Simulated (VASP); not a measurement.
SrTe:

```
CELL_PARAMETERS angstrom
0.00000 3.35950 3.35950
3.35950 0.00000 3.35950
3.35950 3.35950 0.00000
ATOMIC_POSITIONS crystal
Sr 0.00000 0.00000 0.00000
Te 0.50000 0.50000 0.50000
```

```yaml
Program: VASP 6.6.1
Task: relaxation of cell and atoms
Functional: PBEsol
Potentials_or_basis: VASP PAW PBE potentials, release 64 (Sr_sv, Te)
Cutoff: 500 eV
k_mesh: 6 × 6 × 6
Occupations: fermi-dirac, width 0.02 eV
Spin: no spin polarisation
```

At the start: pressure -1.5 GPa; volume 37.92 Å³/atom.

How do energy, volume and symmetry change on relaxing?

Over 3 steps the energy falls by 8.4 meV/atom and the volume is 36.19 Å³/atom (-4.5 %); space group Fm-3m (No. 225, to 0.05 Å).

Step by step:
```tsv
step	energy change (eV)	largest force (eV/Å)	pressure (GPa)	volume (Å³)
1	0.0000	0.0000	-1.50	75.83
2	-0.0165	0.0000	0.20	72.00
3	-0.0168	0.0000	0.00	72.39
```

Final structure:
```
Sr Te
1.0
     0.00000    3.30786    3.30786
     3.30786    0.00000    3.30786
     3.30786    3.30786    0.00000
Sr Te
1 1
Direct
  0.00000 0.00000 0.00000
  0.50000 0.50000 0.50000
```

Caveat: the PAW data sets were made with another functional, which shifts forces and pressure a little.
